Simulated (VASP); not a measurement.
# InP (F-43m) in VASP: notebook, part 2 of 2

VASP 6.6.1.

**3. Relaxation of cell and atoms, r2SCAN, target pressure 1 GPa, at which the enthalpy is minimised**

POSCAR reads:

```
InP
1.0
    0.0000000000      2.9536850844      2.9536850844
    2.9536850844      0.0000000000      2.9536850844
    2.9536850844      2.9536850844      0.0000000000
In P
1 1
Direct
    0.0000000000      0.0000000000      0.0000000000
    0.7500000000      0.7500000000      0.7500000000
```

INCAR.step1 reads:

```
  ALGO = Normal
  EDIFF = 1E-5
  EDIFFG = -0.005
  ENCUT = 550
  GGA = PE
  GGA_COMPAT = F
  IBRION = 2
  ISIF = 3
  ISMEAR = 0
  LASPH = T
  LCHARG = F
  LREAL = F
  LWAVE = T
  NELM = 120
  NELMIN = 4
  NSW = 100
  PREC = Accurate
  SIGMA = 0.01
```

INCAR.step2 reads:

```
  ALGO = Normal
  EDIFF = 1E-7
  EDIFFG = -0.002
  ENCUT = 550
  GGA_COMPAT = F
  IBRION = 2
  ISIF = 3
  ISMEAR = 0
  ISTART = 1
  LASPH = T
  LCHARG = F
  LMIXTAU = T
  LREAL = F
  LWAVE = F
  METAGGA = R2SCAN
  NELM = 120
  NELMIN = 4
  NSW = 100
  PREC = Accurate
  PSTRESS = 10.0
  SIGMA = 0.01
```

KPOINTS reads:

```
k-points
0
Gamma
  8 8 8
```

Potentials or basis: VASP PAW PBE potentials, release 64 (In_d, P).

Launch:

```sh
$ cat potpaw_PBE.64/In_d/POTCAR potpaw_PBE.64/P/POTCAR > POTCAR
$ cp INCAR.step1 INCAR
$ mpirun -np 1 vasp_std > vasp.out
$ cp INCAR.step2 INCAR
$ mpirun -np 1 vasp_std > vasp.out
```

OUTCAR:

```text
EDIFF = 1E-7
   EDIFFG = -0.002
   ENCUT = 550
   IBRION = 2
   ISIF = 3
   ISMEAR = 0
   ISTART = 1
   LASPH = T
   LREAL = F
   METAGGA = R2SCAN
   NELM = 120
   NELMIN = 4
   NSW = 100
   PREC = Accurate
   PSTRESS = 10.0

 ion  position               nearest neighbor table
   1  0.000  0.000  0.000-   2 2.56   2 2.56   2 2.56   2 2.56
   2  0.750  0.750  0.750-   1 2.56   1 2.56   1 2.56   1 2.56

  LATTYP: Found a face centered cubic cell.
 ALAT       =     5.9073701688

  Lattice vectors:

 A1 = (   0.0000000000,   2.9536850844,   2.9536850844)
 A2 = (   2.9536850844,   0.0000000000,   2.9536850844)
 A3 = (   2.9536850844,   2.9536850844,   0.0000000000)

Analysis of symmetry for initial positions (statically):
=====================================================================
 Subroutine PRICEL returns:
 Original cell was already a primitive cell.

 Routine SETGRP: Setting up the symmetry group for a
 face centered cubic supercell.

 Subroutine GETGRP returns: Found 24 space group operations
 (whereof 24 operations were pure point group operations)
 out of a pool of 48 trial point group operations.

The static configuration has the point symmetry T_d .

Analysis of symmetry for dynamics (positions and initial velocities):
[... 234 lines left out ...]
--------------------------------------- Ionic step        3  -------------------------------------------

 number of electron      18.0000007 magnetization

 Free energy of the ion-electron system (eV)
  ---------------------------------------------------
  ext. energy  EPLUGINS =         0.00000000
  ---------------------------------------------------
  free energy    TOTEN  =       -32.29551874 eV

  energy without entropy =      -32.29551874  energy(sigma->0) =      -32.29551874

 E-fermi :   5.0427     XC(G=0):  -9.8456

 val. band max:        4.9278492901   @ k =   0.0000   0.0000   0.0000
 cond. band min:       6.0521174785   @ k =   0.0000   0.0000   0.0000
 fundamental gap:      1.1242681885
 Fermi energy:         5.0426801914

 k-point     1 :       0.0000    0.0000    0.0000
  band No.  band energies     occupation
      1      -9.7127      2.00000
      2      -9.7127      2.00000
      3      -9.7127      2.00000
      4      -9.5375      2.00000
      5      -9.5375      2.00000
      6      -7.0184      2.00000
      7       4.9278      2.00000
      8       4.9278      2.00000
      9       4.9278      2.00000
     10       6.0521      0.00000
     11       9.3689      0.00000
     12       9.3689      0.00000
     13       9.3689      0.00000
[... 354 lines left out ...]
  band No.  band energies     occupation
      1      -9.8600      2.00000
      2      -9.6587      2.00000
      3      -9.6393      2.00000
      4      -9.5436      2.00000
      5      -9.5244      2.00000
      6      -4.9120      2.00000
      7      -0.7098      2.00000
      8       2.1918      2.00000
      9       3.2579      2.00000
     10       8.4522      0.00000
     11       9.4291      0.00000
     12      11.2300      0.00000
     13      12.6069      0.00000

 [... further k-points ...]

------------------------ aborting loop because EDIFF is reached ----------------------------------------

  FORCE on cell =-STRESS in cart. coord.  units (eV):
  Direction    XX          YY          ZZ          XY          YZ          ZX
  --------------------------------------------------------------------------------------
  -------------------------------------------------------------------------------------
  Total        0.3182243      0.3182243      0.3182243      0.0000000      0.0000000     -0.0000000
  in kB       10.0520411     10.0520411     10.0520411      0.0000000      0.0000000     -0.0000000
  external PRESSURE =       0.0520411 kB  Pullay stress =      10.0000000 kB
[... 21 lines left out ...]
  energy  without entropy=      -32.2955187379  energy(sigma->0) =      -32.29551874

  enthalpy is  TOTEN    =       -31.9789419570 eV   P V=        0.3165767809

 reached required accuracy - stopping structural energy minimisation
```

OUTCAR.step1:

```text
EDIFF = 1E-5
   EDIFFG = -0.005
   ENCUT = 550
   GGA = PE
   IBRION = 2
   ISIF = 3
   ISMEAR = 0
   LASPH = T
   LREAL = F
   NELM = 120
[... 672 lines left out ...]
  -------------------------------------------------------------------------------------
  Total       -0.0059467     -0.0059467     -0.0059467     -0.0000000      0.0000000      0.0000000
  in kB       -0.1802246     -0.1802246     -0.1802246     -0.0000000      0.0000000      0.0000000
  external PRESSURE =      -0.1802246 kB  Pullay stress =       0.0000000 kB
[... 17 lines left out ...]
  FREE ENERGIE OF THE ION-ELECTRON SYSTEM (eV)
  ---------------------------------------------------
  free  energy   TOTEN  =        -8.4057561942 eV

  energy  without entropy=       -8.4057561942  energy(sigma->0) =       -8.40575619

 reached required accuracy - stopping structural energy minimisation
```

OSZICAR.step1:

```text
N       E                     dE             d eps       ncg     rms          rms(c)
DAV:   1     0.115323728351E+03    0.11532E+03   -0.88863E+03   754   0.159E+03
DAV:   2    -0.733691309536E-01   -0.11540E+03   -0.11211E+03   794   0.347E+02
DAV:   3    -0.855970361476E+01   -0.84863E+01   -0.84259E+01   972   0.946E+01
[... 22 lines left out ...]
DAV:   2    -0.840894366123E+01    0.18998E-01   -0.40718E-02   944   0.520E+00    0.347E-01
DAV:   3    -0.840579059276E+01    0.31531E-02   -0.98279E-03   979   0.228E+00    0.201E-01
DAV:   4    -0.840578370929E+01    0.68835E-05   -0.39635E-04   792   0.212E-01    0.148E-01
DAV:   5    -0.840574888280E+01    0.34826E-04   -0.53194E-05   964   0.790E-02    0.506E-02
DAV:   6    -0.840575619422E+01   -0.73114E-05   -0.18849E-05   833   0.572E-02
   3 F= -.84057562E+01 E0= -.84057562E+01  d E =-.650718E-02
```

It took 88 s on 1 thread of Intel Xeon 6975P-C (Granite Rapids), shared host; peak memory 0.2 GiB.

Results:

```yaml
Free_energy: -32.2955 eV
Relaxed_volume: 25.36 Å³/atom
Relaxed_cell: a = 4.155 Å, b = 4.155 Å, c = 4.155 Å, α = 60.00°, β = 60.00°, γ = 60.00°
Space_group_after_relaxing_to_0.1_Å: F-43m (No. 216)
Energy_change_on_relaxing_the_run_minimises_the_enthalpy: +1.1 meV/atom
Ionic_steps: 3
Pressure_after_relaxing: 1.0 GPa
Band_gap_on_the_k_mesh: 1.12 eV
```

Step by step:
```csv
step,energy change (eV),largest force (eV/Å),pressure (GPa),volume (Å³)
1,0.0000,0.0000,-0.12,51.54
2,0.0067,0.0000,1.78,50.20
3,0.0022,0.0000,1.01,50.72
```

Final structure:
```
CELL_PARAMETERS angstrom
0.00000 2.93801 2.93801
2.93801 0.00000 2.93801
2.93801 2.93801 0.00000
ATOMIC_POSITIONS crystal
In 0.00000 0.00000 0.00000
P 0.75000 0.75000 0.75000
```

Caveat: the cell is relaxed towards a set pressure, so the run minimises the enthalpy, not the energy; the PAW data sets were made with another functional, which shifts forces and pressure a little; spin-orbit coupling is left out, which moves the levels of the heavy elements.
